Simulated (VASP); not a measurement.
# SnO2: single point with r2SCAN

SnO2:

```
Sn O
1.0
     4.76057    0.00000    0.00000
     0.00000    4.76057    0.00000
     0.00000    0.00000    3.32808
Sn O
2 4
Direct
  0.00000 0.00000 0.00000
  0.50000 0.50000 0.50000
  0.30715 0.30715 0.00000
  0.19285 0.80715 0.50000
  0.80715 0.19285 0.50000
  0.69285 0.69285 0.00000
```

This cell differs from its parent crystal: uniaxial z strain +4.0%.

```
Program                : VASP 6.6.1
Task                   : single point
Functional             : r2SCAN
Potentials or basis    : VASP PAW PBE potentials, release 64 (Sn_d, O)
Cutoff                 : 520 eV
k mesh                 : 6 × 6 × 8
Occupations            : gaussian, width 0.01 eV
Spin                   : no spin polarisation
Dipole correction      : no
Further INCAR settings : ALGO = Normal; EDIFF = 1e-07; NBANDS = 35
```

The pressure is -7.8 GPa. The largest force is 0.008 eV/Å and the band gap on the k mesh is 1.22 eV, direct.

Forces on the atoms (eV/Å):
```
Sn   0.000  0.000  0.000
Sn   0.000  0.000  0.000
O   -0.006 -0.006  0.000
O    0.006 -0.006  0.000
O   -0.006  0.006  0.000
O    0.006  0.006  0.000
```

Stress tensor (GPa, compression positive):
```
 -4.68   0.00   0.00
  0.00  -4.68   0.00
  0.00   0.00 -14.14
```

Levels at points of the mesh, in eV from the valence-band top:
```tsv
k point	band 23	band 24	band 25	band 26	band 27	band 28	band 29	band 30
(0.00, 0.00, 0.00)	-1.30	-0.69	-0.69	0.00	1.22	6.04	6.56	6.56
(0.50, 0.00, 0.00)	-1.23	-1.23	-0.57	-0.57	4.52	4.52	7.27	7.27
(0.50, 0.50, 0.00)	-1.39	-1.39	-0.79	-0.79	4.83	4.83	7.72	7.72
(0.00, 0.00, 0.50)	-1.57	-1.57	-1.19	-1.19	6.34	6.34	10.32	10.32
(0.50, 0.00, 0.50)	-1.00	-1.00	-0.62	-0.62	6.66	6.66	8.68	8.68
(0.50, 0.50, 0.50)	-0.88	-0.88	-0.74	-0.74	5.17	5.17	9.43	9.43
```

It took 10 min on 1 thread of AMD EPYC 7R43 64-Core Processor (Zen 3), with other jobs on the host, peak memory 0.22 GiB.

Caveat: the cell differs from its parent crystal (uniaxial z strain +4.0%); the PAW data sets were made with another functional, which shifts forces and pressure a little; spin-orbit coupling is left out, which moves the levels of the heavy elements.
